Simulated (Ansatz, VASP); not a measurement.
ScF3 in VASP and in Ansatz

The input INCAR:

```
PREC = Accurate ; ENCUT = 910
EDIFF = 1E-6 ; ISMEAR = 0
SIGMA = 0.05 ; LREAL = False
LASPH = True ; NELM = 120
ALGO = Normal ; ISIF = 2
LWAVE = False ; LCHARG = False
NBANDS = 24 ; GGA_COMPAT = False
```

KPOINTS

```
regular mesh
0
Gamma
  6 6 6
```

Contents of POSCAR:

```
ScF3
1.0
    4.0124500000      0.0000000000      0.0000000000
    0.0000000000      4.0124500000      0.0000000000
    0.0000000000      0.0000000000      3.6914540000
Sc F
1 3
Direct
    0.0000000000      0.0000000000      0.0000000000
    0.5000000000      0.0000000000      0.0000000000
    0.0000000000      0.5000000000      0.0000000000
    0.0000000000      0.0000000000      0.5000000000
```

Input for Ansatz:

```yaml
crystal:
  lattice:
    - [4.01245, 0.0, 0.0]
    - [0.0, 4.01245, 0.0]
    - [0.0, 0.0, 3.691454]
  atoms:
    - { symbol: Sc, position: [0.0, 0.0, 0.0] }
    - { symbol: F, position: [0.5, 0.0, 0.0] }
    - { symbol: F, position: [0.0, 0.5, 0.0] }
    - { symbol: F, position: [0.0, 0.0, 0.5] }
basis:
  ecutwfc: 420
kpoints:
  mp_grid: { grid: [6, 6, 6] }
hamiltonian:
  xc: lda
scf:
  occupations: { method: gaussian, width: 0.05 }
output:
  forces: true
  stress: true
  eigenvalues: true
```

Change from the starting cell: strain +0.000 along x and y, -0.080 along z, atoms carried along.

Alike in both runs: task single point; functional LDA; k mesh 6 × 6 × 6; occupations gaussian, width 0.05 eV; no spin polarisation.

|  | VASP | Ansatz |
| --- | --- | --- |
| version | VASP 6.6.1 | Ansatz 0.2.0 |
| potentials or method | VASP PAW LDA potentials, release 64 (Sc_sv, F_h), cutoff 910 eV | scalar-relativistic, plane waves, PAW |
| valence electrons in the cell | 32 | 32 |

```tsv
	VASP	Ansatz	Ansatz less VASP
gap on the k mesh at the Fermi level (eV)	6.34	6.35	+0.012
least direct gap on the mesh (eV)	6.89	6.90	+0.020
```

LDA's correlation is that of Perdew and Zunger in VASP and of Perdew and Wang (1992) in Ansatz.

Noted on VASP's run: the cutoff is short for stress, so the pressure is rough.
